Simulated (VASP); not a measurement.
Set up this calculation in VASP 6.6.1, as the native input.

```
Task                   : relaxation of cell and atoms
Functional             : RPBE
Potentials or basis    : VASP PAW PBE potentials, release 64 (Bi_d, Te)
Cutoff                 : 600 eV
k mesh                 : 7 × 7 × 7
Occupations            : fermi-dirac, width 0.05 eV
Spin                   : no spin polarisation
Dipole correction      : no
Further INCAR settings : ALGO = Normal; EDIFF = 1e-06; IBRION = 2; EDIFFG = -0.01; NSW = 60; ISIF = 3
```

The structure of BiTe lies in POSCAR:

```
BiTe
1.0
    2.4227077728      1.3987509848      3.3172919545
   -2.4227077728      1.3987509848      3.3172919545
    0.0000000000     -2.7975019696      3.3172919545
Bi Te
1 1
Direct
    0.5000000000      0.5000000000      0.5000000000
    0.0000000000      0.0000000000      0.0000000000
```

These files were run (other wordings do the same):

INCAR

```
SYSTEM = BiTe
PREC = Accurate ; ENCUT = 600
EDIFF = 1E-6 ; ISMEAR = -1
SIGMA = 0.05 ; LREAL = .False.
LASPH = .True. ; NELM = 60
ALGO = Normal ; ISIF = 3
LWAVE = .False. ; LCHARG = .False.
GGA = RP ; IBRION = 2
NSW = 60 ; EDIFFG = -0.01
```

KPOINTS

```
Automatic mesh
0
Gamma
  7 7 7
  0 0 0
```

Potentials or basis: VASP PAW PBE potentials, release 64 (Bi_d, Te).

Launch:

```sh
$ cat potpaw_PBE.64/Bi_d/POTCAR potpaw_PBE.64/Te/POTCAR > POTCAR
$ mpirun -np 1 vasp_std > vasp.out
```

Results of the run:

- Relaxed volume: 34.87 Å³/atom
- Relaxed cell: a = 4.404 Å, b = 4.404 Å, c = 4.404 Å, α = 67.22°, β = 67.22°, γ = 67.22°
- Space group after relaxing (to 0.05 Å): R-3m (No. 166)
- Energy gained by relaxing: 4.7 meV/atom
- Ionic steps: 11
- Pressure after relaxing: 0.0 GPa

Caveat: the PAW data sets were made with another functional, which shifts forces and pressure a little.

It took 93 s on 1 thread of Intel(R) Xeon(R) 6975P-C (Granite Rapids) (shared host), peak memory 0.25 GiB.
